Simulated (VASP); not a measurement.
A run of VASP 6.6.1 is set up as follows.

Contents of INCAR:

```
SYSTEM = HC12
PREC = Accurate
ENCUT = 520
EDIFF = 1E-6
ISMEAR = 0
SIGMA = 0.05
LREAL = .False.
LASPH = .True.
NELM = 100
ALGO = Normal
ISIF = 2
LWAVE = .False.
LCHARG = .False.
GGA = CA
NELECT = 48.0
NBANDS = 36
```

File KPOINTS:

```
Automatic mesh
0
Gamma
  6 6 6
  0 0 0
```

Contents of POSCAR:

```
HC12
1.0
    1.7657489870     -3.5314979740     -1.7657489870
    3.5314979740     -1.7657489870      1.7657489870
   -1.7657489870     -3.5314979740      1.7657489870
C H
12 1
Direct
    0.2500000000      1.0000000000      0.2500000000
    0.0833333333      0.3333333333      0.7500000000
    0.9166666667      0.6666666667      0.2500000000
    0.7500000000      1.0000000000      0.7500000000
    0.5833333333      0.3333333333      0.2500000000
    0.4166666667      0.6666666667      0.7500000000
    0.9583333333      0.3333333333      0.1250000000
    0.7916666667      0.6666666667      0.6250000000
    0.6250000000      1.0000000000      0.1250000000
    0.4583333333      0.3333333333      0.6250000000
    0.2916666667      0.6666666667      0.1250000000
    0.1250000000      1.0000000000      0.6250000000
    1.1666666667      0.3333333333      0.3333333333
```

Potentials or basis: VASP PAW LDA potentials, release 64 (C, H).

Launch:

```console
$ cat potpaw_LDA.64/C/POTCAR potpaw_LDA.64/H/POTCAR > POTCAR
$ mpirun -np 1 vasp_std > vasp.out
```

Estimate the largest force.

1.848 eV/Å.

Forces on the atoms (eV/Å):
```
C   -1.184 -0.148 -0.941
C   -0.120 -0.727  0.120
C    0.941 -0.148  1.184
C    0.182  0.212 -0.131
C    0.132 -1.063 -0.132
C    0.131  0.212 -0.182
C    0.154  1.835 -0.154
C   -0.343 -0.478  1.078
C    0.453  0.171 -0.996
C   -0.125 -0.486  0.125
C    0.996  0.171 -0.453
C   -1.078 -0.478  0.343
H   -0.138  0.927  0.138
```

Caveat: the cell carries a net charge on a neutralising background, which shifts energy and pressure.
